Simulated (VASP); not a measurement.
# Si3N4 (P6_3/m) in VASP: single point with PBE

Aim: the single point of Si3N4 with PBE.

Everything below comes from runs of VASP 6.6.1. Logs are shortened: lines on timing, memory, paths and dates and some standing lists are left out, and cuts for length are marked.

### 1 The cell of the first run

The structure is hexagonal, space group P6_3/m (No. 176). Conventional cell: a = 7.609 Å, b = 7.609 Å, c = 2.908 Å, α = 90.00°, β = 90.00°, γ = 120.00°. Si (site symmetry m) has 4 N at 1.73 to 1.74 Å within 2.3 Å. N (site symmetry -6) has 3 Si at 1.73 Å within 2.3 Å. Within 2.3 Å of N (site symmetry m) lie 3 Si at 1.74 Å.

### 2 Single point, PBE

INCAR

```
ALGO = Normal ; EDIFF = 1E-6
ENCUT = 520 ; GGA = PE
ISIF = 2 ; ISMEAR = -1
LASPH = True ; LCHARG = False
LREAL = False ; LWAVE = False
NBANDS = 45 ; NELM = 80
PREC = Accurate ; SIGMA = 0.02
```

KPOINTS

```
k-points
0
Gamma
  4 4 10
```

POSCAR

```
Si3N4
1.0
    7.6093000000      0.0000000000      0.0000000000
   -3.8046500000      6.5898471050      0.0000000000
    0.0000000000      0.0000000000      2.9079000000
Si N
6 8
Direct
    0.1739076046      0.7677713751      0.2500000000
    0.4061362295      0.1739076046      0.7500000000
    0.2322286249      0.4061362295      0.2500000000
    0.8260923954      0.2322286249      0.7500000000
    0.5938637705      0.8260923954      0.2500000000
    0.7677713751      0.5938637705      0.7500000000
    0.3333333333      0.6666666667      0.2500000000
    0.6666666667      0.3333333333      0.7500000000
    0.3297847812      0.0297818417      0.2500000000
    0.3000029395      0.3297847812      0.7500000000
    0.9702181583      0.3000029395      0.2500000000
    0.6702152188      0.9702181583      0.7500000000
    0.6999970605      0.6702152188      0.2500000000
    0.0297818417      0.6999970605      0.7500000000
```

Potentials or basis: VASP PAW PBE potentials, release 64 (Si, N).

The run is started by

```bash
$ cat potpaw_PBE.64/Si/POTCAR potpaw_PBE.64/N/POTCAR > POTCAR
$ mpirun -np 1 vasp_std > vasp.out
```

OUTCAR:

```text
EDIFF = 1E-6
   ENCUT = 520
   GGA = PE
   ISIF = 2
   ISMEAR = -1
   LASPH = True
   LREAL = False
   NELM = 80
   PREC = Accurate

 ion  position               nearest neighbor table
   1  0.174  0.768  0.250-   7 1.73   9 1.74  14 1.74  14 1.74   3 3.00   5 3.00   2 3.05   2 3.05
                             6 3.05   6 3.05
   2  0.406  0.174  0.750-   8 1.73  10 1.74   9 1.74   9 1.74   6 3.00   4 3.00   1 3.05   1 3.05
                             3 3.05   3 3.05
   3  0.232  0.406  0.250-   7 1.73  11 1.74  10 1.74  10 1.74   5 3.00   1 3.00   2 3.05   2 3.05
                             4 3.05   4 3.05
   4  0.826  0.232  0.750-   8 1.73  12 1.74  11 1.74  11 1.74   6 3.00   2 3.00   5 3.05   5 3.05
                             3 3.05   3 3.05
   5  0.594  0.826  0.250-   7 1.73  13 1.74  12 1.74  12 1.74   3 3.00   1 3.00   4 3.05   4 3.05
                             6 3.05   6 3.05
   6  0.768  0.594  0.750-   8 1.73  14 1.74  13 1.74  13 1.74   2 3.00   4 3.00   5 3.05   5 3.05
                             1 3.05   1 3.05
   7  0.333  0.667  0.250-   1 1.73   5 1.73   3 1.73
   8  0.667  0.333  0.750-   4 1.73   2 1.73   6 1.73
   9  0.330  0.030  0.250-   1 1.74   2 1.74   2 1.74
  10  0.300  0.330  0.750-   2 1.74   3 1.74   3 1.74
  11  0.970  0.300  0.250-   3 1.74   4 1.74   4 1.74
  12  0.670  0.970  0.750-   4 1.74   5 1.74   5 1.74
  13  0.700  0.670  0.250-   5 1.74   6 1.74   6 1.74
  14  0.030  0.700  0.750-   6 1.74   1 1.74   1 1.74

  LATTYP: Found a hexagonal cell.
 ALAT       =     7.6093000000
 C/A-ratio  =     0.3821507892

  Lattice vectors:

 A1 = (   7.6093000000,   0.0000000000,   0.0000000000)
 A2 = (  -3.8046500000,   6.5898471050,   0.0000000000)
 A3 = (   0.0000000000,   0.0000000000,   2.9079000000)

Analysis of symmetry for initial positions (statically):
=====================================================================
 Subroutine PRICEL returns:
 Original cell was already a primitive cell.

 Routine SETGRP: Setting up the symmetry group for a
 hexagonal supercell.

 Subroutine GETGRP returns: Found 12 space group operations
 (whereof  6 operations were pure point group operations)
 out of a pool of 24 trial point group operations.

The static configuration has the point symmetry S_6 .
 The point group associated with its full space group is C_6h.

Analysis of symmetry for dynamics (positions and initial velocities):
=====================================================================
 Subroutine PRICEL returns:
 Original cell was already a primitive cell.

[... 147 lines left out ...]
   EFERMI_NEDOS =   21; number of points for ismear=-14 and -15
   IALGO  =     38    algorithm
   IMIX   =      4    mixing-type and parameters
     AMIX     =   0.40;   BMIX     =  1.00
     AMIX_MAG =   1.60;   BMIX_MAG =  1.00
  volume/ion in A,a.u.               =      10.42        70.29
  Fermi-wavevector in a.u.,A,eV,Ry     =   1.244137  2.351079 21.060154  1.547878
  Thomas-Fermi vector in A             =   2.378417
   LORBIT       =      0    0 simple, 1 ext, 2 COOP (PROOUT), +10 PAW based schemes
   GGA     = PE    functional components
   LHFCALC =     F    Hartree Fock is set to
   AEXX    =    0.0000 exact exchange contribution
   IVDW    =     0    specifies the selected vdW correction
   LEPSILON=     F    determine dielectric tensor
   LRPA    =     F    only Hartree local field effects (RPA)
 non-spin polarized calculation
  energy-cutoff  :      520.00
  volume of cell :      145.81
 maximum number of plane-waves:      3965
 NGX is ok and might be reduce to    60
   NGX = 29   NGY = 29   NGZ = 11

 number of electron      63.9999992 magnetization

 Free energy of the ion-electron system (eV)
  ---------------------------------------------------
  ext. energy  EPLUGINS =         0.00000000
  ---------------------------------------------------
  free energy    TOTEN  =      -114.50097282 eV

  energy without entropy =     -114.50097282  energy(sigma->0) =     -114.50097282

 E-fermi :   7.1992     XC(G=0): -10.8007

 val. band max:        6.7484206746   @ k =   0.0000   0.0000   0.2000
 cond. band min:      11.0700589726   @ k =   0.0000   0.0000   0.0000
 fundamental gap:      4.3216382981
 Fermi energy:         7.1992415121

 k-point     1 :       0.0000    0.0000    0.0000
  band No.  band energies     occupation
      1     -11.4611      2.00000
      2     -10.0020      2.00000
      3     -10.0020      2.00000
      4      -9.3576      2.00000
      5      -9.2321      2.00000
      6      -9.2321      2.00000
[... 1117 lines left out ...]
     43      14.3758      0.00000
     44      14.3758      0.00000
 [bands above 44 left out]

------------------------ aborting loop because EDIFF is reached ----------------------------------------

  FORCE on cell =-STRESS in cart. coord.  units (eV):
  Direction    XX          YY          ZZ          XY          YZ          ZX
  --------------------------------------------------------------------------------------
  -------------------------------------------------------------------------------------
  Total        4.2969486      4.2969486      4.2818190      0.0000001      0.0000000      0.0000000
  in kB       47.2140471     47.2140471     47.0478060      0.0000006      0.0000000      0.0000000
  external PRESSURE =      47.1586334 kB  Pullay stress =       0.0000000 kB

 VOLUME and BASIS-vectors are now :
 -----------------------------------------------------------------------------
  energy-cutoff  :      520.00
  volume of cell :      145.81
      direct lattice vectors                 reciprocal lattice vectors
     7.609300000  0.000000000  0.000000000     0.131418133  0.075874295  0.000000000
    -3.804650000  6.589847105  0.000000000     0.000000000  0.151748589  0.000000000
     0.000000000  0.000000000  2.907900000     0.000000000  0.000000000  0.343890780

 POSITION                                       TOTAL-FORCE (eV/Angst)
 -----------------------------------------------------------------------------------
     -1.59779      5.05950      0.72698         0.008276     -0.000795      0.000000
      2.42875      1.14602      2.18093         0.004826      0.006770     -0.000000
      0.22189      2.67638      0.72698        -0.003450      0.007565      0.000000
      5.40244      1.53035      2.18093        -0.008276      0.000795     -0.000000
      1.37590      5.44382      0.72698        -0.004826     -0.006770      0.000000
      3.58276      3.91347      2.18093         0.003450     -0.007565     -0.000000
     -0.00000      4.39323      0.72698        -0.000000     -0.000000     -0.000000
      3.80465      2.19662      2.18093        -0.000000     -0.000000     -0.000000
      2.39612      0.19626      0.72698        -0.006379     -0.005752     -0.000000
      1.02810      2.17323      2.18093         0.001792     -0.008400      0.000000
      6.24127      1.97697      0.72698         0.008171     -0.002648      0.000000
      1.40853      6.39359      2.18093         0.006379      0.005752      0.000000
      2.77655      4.41662      0.72698        -0.001792      0.008400      0.000000
     -2.43662      4.61287      2.18093        -0.008171      0.002648     -0.000000
 -----------------------------------------------------------------------------------
    total drift:                               -0.000000      0.000000     -0.000000

  FREE ENERGIE OF THE ION-ELECTRON SYSTEM (eV)
  ---------------------------------------------------
  free  energy   TOTEN  =      -114.5009728156 eV

  energy  without entropy=     -114.5009728156  energy(sigma->0) =     -114.50097282
```

OSZICAR:

```text
N       E                     dE             d eps       ncg     rms          rms(c)
DAV:   1     0.284686153628E+03    0.28469E+03   -0.31739E+04  2160   0.132E+03
DAV:   2    -0.107646474750E+03   -0.39233E+03   -0.37364E+03  2759   0.280E+02
DAV:   3    -0.130881346088E+03   -0.23235E+02   -0.23067E+02  2744   0.712E+01
DAV:   4    -0.131249825974E+03   -0.36848E+00   -0.36715E+00  2720   0.963E+00
DAV:   5    -0.131258821419E+03   -0.89954E-02   -0.89862E-02  2622   0.144E+00    0.295E+01
DAV:   6    -0.114632251998E+03    0.16627E+02   -0.58696E+01  2598   0.308E+01    0.132E+01
DAV:   7    -0.114544911454E+03    0.87341E-01   -0.30740E+00  2760   0.724E+00    0.629E+00
DAV:   8    -0.114498981518E+03    0.45930E-01   -0.16816E-01  2579   0.199E+00    0.217E+00
DAV:   9    -0.114498284697E+03    0.69682E-03   -0.38379E-02  2752   0.102E+00    0.311E-01
DAV:  10    -0.114500215894E+03   -0.19312E-02   -0.38441E-03  2480   0.272E-01    0.172E-01
DAV:  11    -0.114500919325E+03   -0.70343E-03   -0.93574E-04  2480   0.156E-01    0.277E-02
DAV:  12    -0.114500950783E+03   -0.31458E-04   -0.47801E-05  2640   0.381E-02    0.110E-02
DAV:  13    -0.114500968624E+03   -0.17841E-04   -0.19173E-05  2432   0.207E-02    0.506E-03
DAV:  14    -0.114500971923E+03   -0.32984E-05   -0.27329E-06  2384   0.882E-03    0.312E-03
DAV:  15    -0.114500972816E+03   -0.89297E-06   -0.18408E-06  1960   0.563E-03
   1 F= -.11450097E+03 E0= -.11450097E+03  d E =-.231153E-11
```

Wall time 88 s (1 thread of Intel Xeon 6975P-C (Granite Rapids), shared host); peak memory 0.32 GiB.

Results:

| Quantity | Value |
| --- | --- |
| Free energy | -114.5010 eV |
| Pressure | 4.7 GPa |
| Largest force | 0.009 eV/Å |
| Band gap on the k mesh | 4.32 eV (least direct gap 4.51 eV) |

Forces on the atoms (eV/Å):
```
Si   0.008 -0.001  0.000
Si   0.005  0.007  0.000
Si  -0.003  0.008  0.000
Si  -0.008  0.001  0.000
Si  -0.005 -0.007  0.000
Si   0.003 -0.008  0.000
N    0.000  0.000  0.000
N    0.000  0.000  0.000
N   -0.006 -0.006  0.000
N    0.002 -0.008  0.000
N    0.008 -0.003  0.000
N    0.006  0.006  0.000
N   -0.002  0.008  0.000
N   -0.008  0.003  0.000
```

Caveat: the cell stands under pressure. A k mesh can miss the band edges.
